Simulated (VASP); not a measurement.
A run of VASP 6.6.1 is set up as follows.

The input INCAR:

```
SYSTEM = MgO
PREC     = Accurate       ! precision mode
ENCUT    = 750            ! plane-wave cutoff, eV
EDIFF    = 1E-6           ! SCF threshold, eV
ISMEAR   = 0              ! smearing method
SIGMA    = 0.05           ! smearing width, eV
LREAL    = .False.        ! projectors in reciprocal space
LASPH    = .True.         ! aspherical terms in the spheres
NELM     = 120            ! most SCF steps
ALGO     = Normal         ! electronic algorithm
ISIF     = 2              ! what is computed and relaxed
LWAVE    = .False.        ! write WAVECAR
LCHARG   = .False.        ! write CHGCAR
NBANDS   = 15             ! bands
GGA_COMPAT= .False.
```

The input KPOINTS:

```
regular mesh
0
Gamma
  10 10 10
  0 0 0
```

Contents of POSCAR:

```
MgO
1.0
    0.0000000000      2.1351500000      2.1351500000
    2.1351500000      0.0000000000      2.1351500000
    2.1351500000      2.1351500000      0.0000000000
Mg O
1 1
Direct
    0.0000000000      0.0000000000      0.0000000000
    0.5029271948      0.5029271948      0.4970728052
```

Potentials or basis: VASP PAW LDA potentials, release 64 (Mg_sv, O).

Run with:

```bash
$ cat potpaw_LDA.64/Mg_sv/POTCAR potpaw_LDA.64/O/POTCAR > POTCAR
$ mpirun -np 1 vasp_std > vasp.out
```

Question: Predict the pressure.

Answer: -11.7 GPa.

Question: Predict the band gap on the k mesh.

Answer: 4.28 eV.

Forces on the atoms (eV/Å):
```
Mg   0.000  0.000  0.051
O    0.000  0.000 -0.051
```

Caveat: the cell differs from its parent crystal (all O atoms moved +0.013 Å, as atom 2 along Cartesian [0 0 1]); the cell stands under tension.
